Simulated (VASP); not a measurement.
# Si (Ia-3) in VASP: single point with r2SCAN

Aim: the single point of Si with r2SCAN.

All numbers are computed with VASP 6.6.1; they aren't measurements. Logs are shortened: lines on timing, memory, paths and dates and some standing lists are left out, and cuts for length are marked.

### 1 The cell of the first run

Symmetry: Ia-3, No. 206, cubic system. Conventional cell: a = 6.648 Å, b = 6.648 Å, c = 6.648 Å, α = 90.00°, β = 90.00°, γ = 90.00°. Si (site symmetry 3) has 4 Si at 2.32 to 2.39 Å within 3.1 Å.

### 2 Single point, r2SCAN

File POSCAR:

```
Si
1.0
   -3.3240902491      3.3240902491      3.3240902491
    3.3240902491     -3.3240902491      3.3240902491
    3.3240902491      3.3240902491     -3.3240902491
Si
8
Direct
    0.2013123317      0.5000000000      0.0000000000
    0.0000000000      0.2013123317      0.5000000000
    0.5000000000      0.0000000000      0.2013123317
    0.2986876683      0.2986876683      0.2986876683
    0.7986876683      0.5000000000      0.0000000000
    0.0000000000      0.7986876683      0.5000000000
    0.5000000000      0.0000000000      0.7986876683
    0.7013123317      0.7013123317      0.7013123317
```

File INCAR.step1:

```
PREC = Accurate ; ENCUT = 520
ISMEAR = 0 ; SIGMA = 0.1
LREAL = False ; LASPH = True
NELM = 80 ; NBANDS = 26
GGA = PE ; ALGO = Normal
EDIFF = 1E-4 ; LWAVE = True
LCHARG = False
```

File INCAR.step2:

```
PREC = Accurate ; ENCUT = 520
EDIFF = 1E-7 ; ISMEAR = 0
SIGMA = 0.1 ; LREAL = False
LASPH = True ; NELM = 80
ALGO = Normal ; ISIF = 2
LWAVE = False ; LCHARG = False
METAGGA = R2SCAN ; LMIXTAU = True
NBANDS = 26 ; ISTART = 1
```

File KPOINTS:

```
Automatic mesh
0
Gamma
  8 8 8
```

Potentials or basis: VASP PAW PBE potentials, release 64 (Si).

Launch:

```console
cat potpaw_PBE.64/Si/POTCAR > POTCAR
cp INCAR.step1 INCAR
mpirun -np 1 vasp_std > vasp.out
cp INCAR.step2 INCAR
mpirun -np 1 vasp_std > vasp.out
```

OUTCAR:

```text
PREC = Accurate
   ENCUT = 520
   EDIFF = 1E-7
   ISMEAR = 0
   LREAL = False
   LASPH = True
   NELM = 80
   ISIF = 2
   METAGGA = R2SCAN
   ISTART = 1

 ion  position               nearest neighbor table
   1  0.201  0.500  0.000-   5 2.32   4 2.39   3 2.39   2 2.39
   2  0.000  0.201  0.500-   6 2.32   4 2.39   1 2.39   3 2.39
   3  0.500  0.000  0.201-   7 2.32   4 2.39   2 2.39   1 2.39
   4  0.299  0.299  0.299-   8 2.32   2 2.39   3 2.39   1 2.39
   5  0.799  0.500  0.000-   1 2.32   6 2.39   8 2.39   7 2.39
   6  0.000  0.799  0.500-   2 2.32   7 2.39   8 2.39   5 2.39
   7  0.500  0.000  0.799-   3 2.32   5 2.39   8 2.39   6 2.39
   8  0.701  0.701  0.701-   4 2.32   5 2.39   6 2.39   7 2.39

  LATTYP: Found a body centered cubic cell.
 ALAT       =     6.6481804982

  Lattice vectors:

 A1 = (  -3.3240902491,   3.3240902491,   3.3240902491)
 A2 = (   3.3240902491,  -3.3240902491,   3.3240902491)
 A3 = (   3.3240902491,   3.3240902491,  -3.3240902491)

Analysis of symmetry for initial positions (statically):
=====================================================================
 Subroutine PRICEL returns:
 Original cell was already a primitive cell.

 Routine SETGRP: Setting up the symmetry group for a
 body centered cubic supercell.

 Subroutine GETGRP returns: Found 24 space group operations
 (whereof  6 operations were pure point group operations)
 out of a pool of 48 trial point group operations.

The static configuration has the point symmetry S_6 .
 The point group associated with its full space group is T_h .

Analysis of symmetry for dynamics (positions and initial velocities):
=====================================================================
 Subroutine PRICEL returns:
 Original cell was already a primitive cell.

 Routine SETGRP: Setting up the symmetry group for a
 body centered cubic supercell.

 Subroutine GETGRP returns: Found 24 space group operations
 (whereof  6 operations were pure point group operations)
 out of a pool of 48 trial point group operations.

The dynamic configuration has the point symmetry S_6 .
 The point group associated with its full space group is T_h .

 Subroutine INISYM returns: Found 24 space group operations
 (whereof  6 operations are pure point group operations),
 and found     1 'primitive' translations

----------------------------------------------------------------------------------------

                                     Primitive cell

  volume of cell :     146.9192

  direct lattice vectors                    reciprocal lattice vectors
    -3.324090249  3.324090249  3.324090249     0.000000000  0.150417095  0.150417095
     3.324090249 -3.324090249  3.324090249     0.150417095  0.000000000  0.150417095
     3.324090249  3.324090249 -3.324090249     0.150417095  0.150417095  0.000000000

  length of vectors
     5.757493200  5.757493200  5.757493200     0.212721896  0.212721896  0.212721896

  position of ions in fractional coordinates (direct lattice)
     0.201312332  0.500000000  0.000000000
     0.000000000  0.201312332  0.500000000
     0.500000000  0.000000000  0.201312332
     0.298687668  0.298687668  0.298687668
     0.798687668  0.500000000  0.000000000
     0.000000000  0.798687668  0.500000000
     0.500000000  0.000000000  0.798687668
     0.701312332  0.701312332  0.701312332

  ion indices of the primitive-cell ions
   primitive index   ion index
                 1           1
                 2           2
                 3           3
                 4           4
                 5           5
                 6           6
                 7           7
                 8           8

----------------------------------------------------------------------------------------

 KPOINTS: Automatic mesh

Automatic generation of k-mesh.
 Grid dimensions read from file:
 generate k-points for:    8    8    8

 Generating k-lattice:

  Cartesian coordinates                     Fractional coordinates (reciprocal lattice)
     0.000000000  0.018802137  0.018802137     0.125000000  0.000000000  0.000000000
     0.018802137  0.000000000  0.018802137     0.000000000  0.125000000  0.000000000
     0.018802137  0.018802137  0.000000000     0.000000000  0.000000000  0.125000000

  Length of vectors
     0.026590237  0.026590237  0.026590237

  Shift w.r.t. Gamma in fractional coordinates (k-lattice)
     0.000000000  0.000000000  0.000000000

 Subroutine IBZKPT returns following result:
 ===========================================

 Found     35 irreducible k-points:

 Following reciprocal coordinates:
            Coordinates               Weight
  0.000000  0.000000  0.000000      1.000000
  0.125000  0.000000  0.000000     12.000000
  0.250000  0.000000  0.000000     12.000000
  0.375000  0.000000  0.000000     12.000000
  0.500000  0.000000  0.000000      6.000000
  0.125000  0.125000  0.000000     24.000000
[... 16 lines left out ...]
  0.500000  0.500000  0.125000     12.000000
 -0.375000  0.500000  0.125000     24.000000
 [... further k-points ...]
   k-points           NKPTS =     35   k-points in BZ     NKDIM =     35   number of bands    NBANDS=     26
   number of dos      NEDOS =    301   number of ions     NIONS =      8
   total plane-waves  NPLWV = 110592
   dimension x,y,z NGX =    48 NGY =   48 NGZ =   48
   dimension x,y,z NGXF=    96 NGYF=   96 NGZF=   96
   ions per type =               8
   NGX,Y,Z   is equivalent  to a cutoff of  13.86, 13.86, 13.86 a.u.
   NGXF,Y,Z  is equivalent  to a cutoff of  27.72, 27.72, 27.72 a.u.
 SYSTEM =  unknown system
   PREC   = accura    normal or accurate (medium, high low for compatibility)
   ISTART =      1    job   : 0-new  1-cont  2-samecut
   ICHARG =      0    charge: 1-file 2-atom 10-const
   ISPIN  =      1    spin polarized calculation?
   LNONCOLLINEAR =      F non collinear calculations
   LSORBIT =      F    spin-orbit coupling
   LASPH  =      T    aspherical Exc in radial PAW
   ENCUT  =  520.0 eV  38.22 Ry    6.18 a.u.  10.71 10.71 10.71*2*pi/ulx,y,z
   NELM   =     80;   NELMIN=  2; NELMDL=  0     # of ELM steps
   EDIFF  = 0.1E-06   stopping-criterion for ELM
   LREAL  =      F    real-space projection
   EDIFFG = 0.1E-05   stopping-criterion for IOM
   NSW    =      0    number of steps for IOM
   IBRION =     -1    ionic relax: 0-MD 1-quasi-New 2-CG
   NFREE  =      0    steps in history (QN), initial steepest desc. (CG)
   ISIF   =      2    stress and relaxation
   ISYM   =      2    0-nonsym 1-usesym 2-fastsym
   POTIM  = 0.5000    time-step for ionic-motion
   TEBEG  =    0.0;   TEEND  =   0.0 temperature during run
   PSTRESS=    0.0 pullay stress
   NELECT =      32.0000    total number of electrons
   NUPDOWN=      -1.0000    fix difference up-down
   EMIN   =  10.00;   EMAX   =-10.00  energy-range for DOS
   EFERMI =   0.00;   METHOD = LEGACY
   ISMEAR =     0;   SIGMA  =   0.10  broadening in eV -4-tet -1-fermi 0-gaus
   EFERMI_NEDOS =   21; number of points for ismear=-14 and -15
   IALGO  =     38    algorithm
   IMIX   =      4    mixing-type and parameters
     AMIX     =   0.40;   BMIX     =  1.00
     AMIX_MAG =   1.60;   BMIX_MAG =  1.00
  volume/ion in A,a.u.               =      18.36       123.93
  Fermi-wavevector in a.u.,A,eV,Ry     =   0.984990  1.861362 13.200457  0.970206
  Thomas-Fermi vector in A             =   2.116264
   LORBIT       =      0    0 simple, 1 ext, 2 COOP (PROOUT), +10 PAW based schemes
   METAGGA = R2SCAN    functional components
   LHFCALC =     F    Hartree Fock is set to
   AEXX    =    0.0000 exact exchange contribution
   IVDW    =     0    specifies the selected vdW correction
   LEPSILON=     F    determine dielectric tensor
   LRPA    =     F    only Hartree local field effects (RPA)
 non-spin polarized calculation
 Gauss-broadening in eV      SIGMA  =   0.10
  energy-cutoff  :      520.00
  volume of cell :      146.92
 maximum number of plane-waves:      4012
 NGX is ok and might be reduce to    48
   NGX = 21   NGY = 21   NGZ = 21

 number of electron      31.9999999 magnetization

 Free energy of the ion-electron system (eV)
  ---------------------------------------------------
  ext. energy  EPLUGINS =         0.00000000
  ---------------------------------------------------
  free energy    TOTEN  =       -68.69323060 eV

  energy without entropy =      -68.69195330  energy(sigma->0) =      -68.69259195

 E-fermi :   7.0716     XC(G=0): -10.3717

 val. band max:        6.9391548361   @ k =   0.5000   0.5000   0.3750
 cond. band min:       7.1308792051   @ k =   0.5000   0.5000   0.5000
 fundamental gap:      0.1917243690
 Fermi energy:         7.0715718476

 k-point     1 :       0.0000    0.0000    0.0000
  band No.  band energies     occupation
      1      -6.2507      2.00000
      2      -1.6808      2.00000
      3      -1.3630      2.00000
      4      -1.3630      2.00000
      5      -1.3630      2.00000
      6       0.3214      2.00000
[... 18 lines left out ...]
     25      12.8080      0.00000
     26      13.2951      0.00000

 k-point     2 :       0.1250    0.0000    0.0000
  band No.  band energies     occupation
      1      -6.1506      2.00000
      2      -2.0595      2.00000
      3      -1.7342      2.00000
      4      -1.5929      2.00000
      5      -1.1229      2.00000
      6       0.1699      2.00000
[... 18 lines left out ...]
     25      12.7823      0.00000
     26      12.8944      0.00000

 k-point     3 :       0.2500    0.0000    0.0000
  band No.  band energies     occupation
      1      -5.8518      2.00000
      2      -2.9084      2.00000
      3      -2.1272      2.00000
      4      -1.9691      2.00000
      5      -0.8844      2.00000
      6      -0.1314      2.00000
[... 572 lines left out ...]
 k-point    23 :       0.5000    0.5000    0.1250
  band No.  band energies     occupation
      1      -4.5964      2.00000
      2      -4.5947      2.00000
      3      -2.9308      2.00000
      4      -1.9283      2.00000
      5      -0.8357      2.00000
      6      -0.4850      2.00000
[... 18 lines left out ...]
     25      11.2228      0.00000
     26      11.3904      0.00000

 k-point    24 :      -0.3750    0.5000    0.1250
  band No.  band energies     occupation
      1      -4.7887      2.00000
      2      -4.0540      2.00000
      3      -3.4239      2.00000
      4      -1.7834      2.00000
      5      -0.9119      2.00000
      6      -0.5544      2.00000
[... 18 lines left out ...]
     25      11.5035      0.00000
     26      11.7768      0.00000

 [... further k-points ...]

------------------------ aborting loop because EDIFF is reached ----------------------------------------

  FORCE on cell =-STRESS in cart. coord.  units (eV):
  Direction    XX          YY          ZZ          XY          YZ          ZX
  --------------------------------------------------------------------------------------
  -------------------------------------------------------------------------------------
  Total       -0.2028417     -0.2028417     -0.2028417      0.0000000      0.0000000      0.0000000
  in kB       -2.2120221     -2.2120221     -2.2120221      0.0000000      0.0000000      0.0000000
  external PRESSURE =      -2.2120221 kB  Pullay stress =       0.0000000 kB

 VOLUME and BASIS-vectors are now :
 -----------------------------------------------------------------------------
  energy-cutoff  :      520.00
  volume of cell :      146.92
      direct lattice vectors                 reciprocal lattice vectors
    -3.324090249  3.324090249  3.324090249     0.000000000  0.150417095  0.150417095
     3.324090249 -3.324090249  3.324090249     0.150417095  0.000000000  0.150417095
     3.324090249  3.324090249 -3.324090249     0.150417095  0.150417095  0.000000000

 POSITION                                       TOTAL-FORCE (eV/Angst)
 -----------------------------------------------------------------------------------
      0.99286     -0.99286      2.33123         0.002203     -0.002203     -0.002203
      2.33123      0.99286     -0.99286        -0.002203      0.002203     -0.002203
     -0.99286      2.33123      0.99286        -0.002203     -0.002203      0.002203
      0.99286      0.99286      0.99286         0.002203      0.002203      0.002203
     -0.99286      0.99286      4.31696        -0.002203      0.002203      0.002203
      4.31696     -0.99286      0.99286         0.002203     -0.002203      0.002203
      0.99286      4.31696     -0.99286         0.002203      0.002203     -0.002203
      2.33123      2.33123      2.33123        -0.002203     -0.002203     -0.002203
 -----------------------------------------------------------------------------------
    total drift:                               -0.000000     -0.000000     -0.000000

  FREE ENERGIE OF THE ION-ELECTRON SYSTEM (eV)
  ---------------------------------------------------
  free  energy   TOTEN  =       -68.6932306006 eV

  energy  without entropy=      -68.6919533036  energy(sigma->0) =      -68.69259195
```

It took 18 min on 1 thread of Intel Xeon Platinum 8259CL at 2.50GHz (Skylake/Cascade Lake), shared host; peak memory 0.39 GiB.

Results:

* Free energy: -68.6932 eV
* Pressure: -0.2 GPa
* Largest force: 0.004 eV/Å
* Band gap on the k mesh: zero (filled and empty bands touch)

Forces on the atoms (eV/Å):
```
Si   0.002 -0.002 -0.002
Si  -0.002  0.002 -0.002
Si  -0.002 -0.002  0.002
Si   0.002  0.002  0.002
Si  -0.002  0.002  0.002
Si   0.002 -0.002  0.002
Si   0.002  0.002 -0.002
Si  -0.002 -0.002 -0.002
```

Caveat: semilocal functionals underestimate gaps, and a narrow one can read as zero; the PAW data sets were made with another functional, which shifts forces and pressure a little.

The gap in the log of VASP goes by the Fermi energy; the results here count the filled bands.